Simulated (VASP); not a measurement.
# FeGe (P2_13) in VASP: single point with PBE

Aim: the single point of FeGe with PBE.

All numbers are computed with VASP 6.6.1; they aren't measurements. Logs are shortened: lines on timing, memory, paths and dates and some standing lists are left out, and cuts for length are marked.

## 1. The cell of the first run

The structure is cubic, space group P2_13 (No. 198). The conventional cell has a = 4.663 Å, b = 4.663 Å, c = 4.663 Å, α = 90.00°, β = 90.00°, γ = 90.00°. Fe (site symmetry 3) has 7 Ge at 2.37 to 2.63 Å and 6 Fe at 2.86 Å within 3.1 Å. Ge (site symmetry 3) has 7 Fe at 2.37 to 2.63 Å and 6 Ge at 2.89 Å within 3.1 Å.

## 2. Single point, PBE, collinear spin, ferromagnetic start

The input, INCAR:

```
PREC = Accurate
ENCUT = 520
EDIFF = 1E-7
ISMEAR = -1
SIGMA = 0.05
LREAL = F
LASPH = T
NELM = 150
ALGO = Normal
ISIF = 2
LWAVE = F
LCHARG = F
ISPIN = 2
MAGMOM = 1.27 1.27 1.27 1.27 0 0 0 0
LORBIT = 11
LMAXMIX = 4
GGA = PE
NBANDS = 58
```

The input, KPOINTS:

```
Automatic mesh
0
Gamma
  8 8 8
```

The input, POSCAR:

```
FeGe
1.0
    4.6626167163      0.0000000000      0.0000000000
    0.0000000000      4.6626167163      0.0000000000
    0.0000000000      0.0000000000      4.6626167163
Fe Ge
4 4
Direct
    0.1349101328      0.1349101328      0.1349101328
    0.3650898672      0.8650898672      0.6349101328
    0.6349101328      0.3650898672      0.8650898672
    0.8650898672      0.6349101328      0.3650898672
    0.8417623853      0.8417623853      0.8417623853
    0.6582376147      0.1582376147      0.3417623853
    0.3417623853      0.6582376147      0.1582376147
    0.1582376147      0.3417623853      0.6582376147
```

Potentials or basis: VASP PAW PBE potentials, release 64 (Fe, Ge_d).

Started as:

```console
> cat potpaw_PBE.64/Fe/POTCAR potpaw_PBE.64/Ge_d/POTCAR > POTCAR
> mpirun -np 1 vasp_std > vasp.out
```

OUTCAR:

```text
PREC = Accurate
   ENCUT = 520
   EDIFF = 1E-7
   ISMEAR = -1
   LREAL = F
   LASPH = T
   NELM = 150
   ISIF = 2
   ISPIN = 2
   LORBIT = 11
   GGA = PE

 ion  position               nearest neighbor table
   1  0.135  0.135  0.135-   5 2.37   6 2.43   7 2.43   8 2.43   7 2.63   8 2.63   6 2.63   2 2.86
                             4 2.86   2 2.86   4 2.86   3 2.86   3 2.86
   2  0.365  0.865  0.635-   6 2.37   5 2.43   7 2.43   8 2.43   7 2.63   8 2.63   5 2.63   1 2.86
                             3 2.86   1 2.86   3 2.86   4 2.86   4 2.86
   3  0.635  0.365  0.865-   7 2.37   6 2.43   5 2.43   8 2.43   8 2.63   6 2.63   5 2.63   4 2.86
                             2 2.86   2 2.86   4 2.86   1 2.86   1 2.86
   4  0.865  0.635  0.365-   8 2.37   6 2.43   7 2.43   5 2.43   6 2.63   5 2.63   7 2.63   3 2.86
                             1 2.86   1 2.86   3 2.86   2 2.86   2 2.86
   5  0.842  0.842  0.842-   1 2.37   2 2.43   3 2.43   4 2.43   3 2.63   4 2.63   2 2.63   6 2.89
                             7 2.89   8 2.89   6 2.89   8 2.89   7 2.89
   6  0.658  0.158  0.342-   2 2.37   1 2.43   3 2.43   4 2.43   3 2.63   4 2.63   1 2.63   8 2.89
                             5 2.89   5 2.89   7 2.89   7 2.89   8 2.89
   7  0.342  0.658  0.158-   3 2.37   2 2.43   1 2.43   4 2.43   4 2.63   2 2.63   1 2.63   8 2.89
                             5 2.89   8 2.89   6 2.89   6 2.89   5 2.89
   8  0.158  0.342  0.658-   4 2.37   2 2.43   3 2.43   1 2.43   2 2.63   1 2.63   3 2.63   7 2.89
                             5 2.89   7 2.89   5 2.89   6 2.89   6 2.89

  LATTYP: Found a simple cubic cell.
 ALAT       =     4.6626167163

  Lattice vectors:

 A1 = (   4.6626167163,   0.0000000000,   0.0000000000)
 A2 = (   0.0000000000,   4.6626167163,   0.0000000000)
 A3 = (   0.0000000000,   0.0000000000,   4.6626167163)

Analysis of symmetry for initial positions (statically):
=====================================================================
 Subroutine PRICEL returns:
 Original cell was already a primitive cell.

 Routine SETGRP: Setting up the symmetry group for a
 simple cubic supercell.

 Subroutine GETGRP returns: Found 12 space group operations
 (whereof  3 operations were pure point group operations)
 out of a pool of 48 trial point group operations.

The static configuration has the point symmetry C_3 .
 The point group associated with its full space group is T   .

Analysis of symmetry for dynamics (positions and initial velocities):
=====================================================================
 Subroutine PRICEL returns:
 Original cell was already a primitive cell.

 Routine SETGRP: Setting up the symmetry group for a
 simple cubic supercell.

 Subroutine GETGRP returns: Found 12 space group operations
 (whereof  3 operations were pure point group operations)
[... 176 lines left out ...]

 E-fermi :   8.2037     XC(G=0): -12.9714

 val. band max:        8.2007686720   @ k =   0.2500   0.2500   0.2500
 cond. band min:       8.2042707101   @ k =   0.3750   0.3750   0.3750
 fundamental gap:      0.0035020381
 Fermi energy:         8.2037435379

 spin component 1

 k-point     1 :       0.0000    0.0000    0.0000
  band No.  band energies     occupation
      1     -16.4676      1.00000
      2     -16.4676      1.00000
      3     -16.4676      1.00000
      4     -16.4296      1.00000
      5     -16.4296      1.00000
      6     -16.4296      1.00000
[... 1405 lines left out ...]
     55      13.2100      0.00000
     56      13.4870      0.00000

 [... further k-points ...]

 spin component 2

 k-point     1 :       0.0000    0.0000    0.0000
  band No.  band energies     occupation
      1     -16.4848      1.00000
      2     -16.4848      1.00000
      3     -16.4848      1.00000
      4     -16.4458      1.00000
      5     -16.4458      1.00000
      6     -16.4458      1.00000
[... 1405 lines left out ...]
     55      13.4483      0.00000
     56      13.7061      0.00000

 [... further k-points ...]

 [bands above 56 left out]

------------------------ aborting loop because EDIFF is reached ----------------------------------------

  FORCE on cell =-STRESS in cart. coord.  units (eV):
  Direction    XX          YY          ZZ          XY          YZ          ZX
  --------------------------------------------------------------------------------------
  -------------------------------------------------------------------------------------
  Total        0.2286996      0.2286996      0.2286996     -0.0000000      0.0000000      0.0000000
  in kB        3.6148217      3.6148217      3.6148217     -0.0000000      0.0000000      0.0000000
  external PRESSURE =       3.6148217 kB  Pullay stress =       0.0000000 kB

 VOLUME and BASIS-vectors are now :
 -----------------------------------------------------------------------------
  energy-cutoff  :      520.00
  volume of cell :      101.37
      direct lattice vectors                 reciprocal lattice vectors
     4.662616716  0.000000000  0.000000000     0.214471843  0.000000000  0.000000000
     0.000000000  4.662616716  0.000000000     0.000000000  0.214471843  0.000000000
     0.000000000  0.000000000  4.662616716     0.000000000  0.000000000  0.214471843

 POSITION                                       TOTAL-FORCE (eV/Angst)
 -----------------------------------------------------------------------------------
      0.62903      0.62903      0.62903         0.004013      0.004013      0.004013
      1.70227      4.03358      2.96034        -0.004013     -0.004013      0.004013
      2.96034      1.70227      4.03358         0.004013     -0.004013     -0.004013
      4.03358      2.96034      1.70227        -0.004013      0.004013     -0.004013
      3.92482      3.92482      3.92482        -0.004560     -0.004560     -0.004560
      3.06911      0.73780      1.59351         0.004560      0.004560     -0.004560
      1.59351      3.06911      0.73780        -0.004560      0.004560      0.004560
      0.73780      1.59351      3.06911         0.004560     -0.004560      0.004560
 -----------------------------------------------------------------------------------
    total drift:                               -0.000000      0.000000      0.000000

  FREE ENERGIE OF THE ION-ELECTRON SYSTEM (eV)
  ---------------------------------------------------
  free  energy   TOTEN  =       -51.8427229188 eV

  energy  without entropy=      -51.7861780414  energy(sigma->0) =      -51.81445048

 total charge

# of ion       s       p       d       tot
------------------------------------------
    1        0.380   0.505   6.466   7.351
    2        0.380   0.505   6.466   7.351
    3        0.380   0.505   6.466   7.351
    4        0.380   0.505   6.466   7.351
    5        1.115   1.246  10.120  12.482
    6        1.115   1.246  10.120  12.482
    7        1.115   1.246  10.120  12.482
    8        1.115   1.246  10.120  12.482
--------------------------------------------------
tot          5.982   7.002  66.347  79.330

 magnetization (x)

# of ion       s       p       d       tot
------------------------------------------
    1       -0.000  -0.005   1.168   1.162
    2       -0.000  -0.005   1.168   1.162
    3       -0.000  -0.005   1.168   1.162
    4       -0.000  -0.005   1.168   1.162
    5       -0.011  -0.061  -0.006  -0.078
    6       -0.011  -0.061  -0.006  -0.078
    7       -0.011  -0.061  -0.006  -0.078
    8       -0.011  -0.061  -0.006  -0.078
--------------------------------------------------
tot         -0.047  -0.265   4.648   4.336
```

Wall time 4.4 min (1 thread of AMD EPYC 9R45 (Zen 5), shared host); peak memory 0.46 GiB.

Results:

```yaml
Free_energy: -51.8427 eV
Pressure: 0.4 GPa
Largest_force: 0.008 eV/Å
Net_moment: 4.20 μB per cell
Site_moments: Fe +1.16; Ge -0.08 μB
Valence_electrons_inside_the_program's_atomic_spheres: Fe 7.35; Ge 12.48
```

Forces in eV/Å, atoms in the order of the input:
```
Fe   0.004  0.004  0.004
Fe  -0.004 -0.004  0.004
Fe   0.004 -0.004 -0.004
Fe  -0.004  0.004 -0.004
Ge  -0.005 -0.005 -0.005
Ge   0.005  0.005 -0.005
Ge  -0.005  0.005  0.005
Ge   0.005 -0.005  0.005
```

Levels at points of the mesh, in eV from the Fermi level:
Spin up:
```tsv
k point	band 44	band 45	band 46	band 47	band 48	band 49
(0.00, 0.00, 0.00)	-0.84	-0.28	-0.28	-0.28	1.84	1.84
(0.50, 0.00, 0.00)	-0.73	-0.55	-0.55	0.88	0.88	0.93
(0.50, 0.50, 0.00)	-1.03	-0.10	-0.10	0.22	0.22	1.50
(0.50, 0.50, 0.50)	-1.06	-0.39	-0.39	-0.39	-0.39	4.42
```
Spin down:
```tsv
k point	band 39	band 40	band 41	band 42	band 43	band 44	band 45	band 46
(0.00, 0.00, 0.00)	-1.37	0.15	0.15	0.15	0.29	0.29	0.99	0.99
(0.50, 0.00, 0.00)	-0.63	-0.63	0.02	0.02	0.33	0.33	0.66	0.66
(0.50, 0.50, 0.00)	-0.56	-0.56	-0.56	-0.56	0.06	0.06	0.98	0.98
(0.50, 0.50, 0.50)	-0.26	-0.26	-0.16	-0.16	-0.16	-0.16	0.83	0.83
```
